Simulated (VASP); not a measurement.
Set up this calculation in VASP 6.6.1, as the native input.

| Quantity | Value |
| --- | --- |
| Task | single point |
| Functional | PBE |
| Potentials or basis | VASP PAW PBE potentials, release 64 (Sr_sv, O) |
| Cutoff | 450 eV |
| k mesh | 8 × 8 × 8 |
| Occupations | gaussian, width 0.02 eV |
| Spin | no spin polarisation |
| Further INCAR settings | ALGO = Normal; EDIFF = 1e-07 |

The structure of SrO lies in POSCAR:

```
SrO
1.0
    0.0000000000      2.5663000000      2.5663000000
    2.5663000000      0.0000000000      2.5663000000
    2.5663000000      2.5663000000      0.0000000000
Sr O
1 1
Direct
    0.5069550000      0.4928200000      0.5033120000
    0.0076760000     -0.0009740000     -0.0034280000
```

This cell differs from its parent crystal: atoms moved at random.

One way to write it, as run:

INCAR

```
PREC = Accurate ; ENCUT = 450
EDIFF = 1E-7 ; ISMEAR = 0
SIGMA = 0.02 ; LREAL = F
LASPH = T ; ALGO = Normal
NELM = 100 ; ISIF = 2
LWAVE = F ; LCHARG = F
```

KPOINTS

```
k-points
0
Gamma
  8 8 8
```

Potentials or basis: VASP PAW PBE potentials, release 64 (Sr_sv, O).

The run is started by

```sh
$ cat potpaw_PBE.64/Sr_sv/POTCAR potpaw_PBE.64/O/POTCAR > POTCAR
$ mpirun -np 1 vasp_std > vasp.out
```

Results of the run:

- Largest force: 0.056 eV/Å
- Band gap on the k mesh: 3.27 eV (least direct gap 3.35 eV)

Caveat: the cell differs from its parent crystal (atoms moved at random).

It took 98 s on 1 thread of Intel(R) Xeon(R) Platinum 8488C (Sapphire Rapids) (shared host), peak memory 0.23 GiB.
